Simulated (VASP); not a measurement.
Crystal: K3TaO3.

```
CELL_PARAMETERS angstrom
4.10000 0.00000 0.00000
0.00000 4.10000 0.00000
0.00000 0.00000 8.66000
ATOMIC_POSITIONS crystal
K 0.00000 0.00000 0.52000
K 0.50000 0.50000 0.25000
K 0.50000 0.50000 0.76000
Ta 0.00000 0.00000 0.00000
O 0.00000 0.00000 0.22000
O 0.00000 0.50000 0.00000
O 0.50000 0.00000 0.00000
```

| Item | Value |
| --- | --- |
| Program | VASP 6.6.1 |
| Task | relaxation of cell and atoms |
| Functional | PBE |
| Potentials or basis | VASP PAW PBE potentials, release 64 (K_sv, Ta_pv, O) |
| Cutoff | 600 eV |
| k mesh | 3 × 3 × 2 |
| Occupations | gaussian, width 0.15 eV |
| Spin | no spin polarisation |

At the start: pressure 0.1 GPa; volume 20.80 Å³/atom.

Problem. Where does the relaxation end?

Solution. Over 29 steps the energy falls by 192.8 meV/atom and the volume is 24.68 Å³/atom (+18.7 %); space group P4mm (No. 99, to 0.1 Å) before and after.

Step by step:
```
step  energy change (eV)  largest force (eV/Å)  pressure (GPa)  volume (Å³)
   1              0.0000                4.1240            0.11       145.57
   2             -0.1382                6.7788            6.01       145.86
   3             -0.3931                2.4503            3.03       145.75
   4             -0.7812                0.8070           -0.07       151.22
   5             -0.8118                0.8233           -1.16       153.38
   6             -0.9304                1.1583           -0.31       151.80
   7             -0.9580                1.5310            0.54       150.61
   8             -1.0398                0.6665            1.98       150.42
   9             -1.0659                0.5393            3.41       150.23
  10             -1.1330                0.5669            2.78       153.04
  11             -1.2662                0.7624            1.24       161.57
  12             -1.2679                1.7360           -0.70       179.15
  13             -1.3047                1.3441            0.13       171.42
  14             -1.2752                1.8849           -1.79       175.60
  15             -1.3309                0.2210           -0.73       173.07
  16             -1.3309                0.2212           -0.72       173.03
  17             -1.3382                0.1891           -0.13       171.67
  18             -1.3391                0.1734            0.15       171.04
  19             -1.3410                0.1490            0.18       171.11
  20             -1.3420                0.2506            0.22       171.20
  21             -1.3430                0.1898            0.14       171.37
  22             -1.3439                0.0920            0.00       171.64
  23             -1.3439                0.1237           -0.06       171.76
  24             -1.3445                0.1219           -0.05       171.78
  25             -1.3459                0.1187           -0.01       171.84
  26             -1.3480                0.1110            0.08       171.96
  27             -1.3489                0.1944            0.25       172.21
  28             -1.3496                0.1039            0.25       172.44
  29             -1.3499                0.0719            0.24       172.75
```

Final structure:
```
K Ta O
1.0
     3.97986    0.00000    0.00000
     0.00000    3.97986    0.00000
     0.00000    0.00000   10.90631
K Ta O
3 1 3
Direct
  0.00000 0.00000 0.50026
  0.50000 0.50000 0.21593
  0.50000 0.50000 0.81259
  0.00000 0.00000 0.02917
  0.00000 0.00000 0.19701
  0.00000 0.50000 0.99752
  0.50000 0.00000 0.99752
```

Caveat: the k points lie up to 0.53 Å⁻¹ apart in the final cell, too coarse for converged energies and pressures of a metal; the volume moved by over 15 % at a fixed basis, so the end points are rough; the relaxation stopped at a loose force limit of 0.08 eV/Å, so its end isn't a converged minimum.
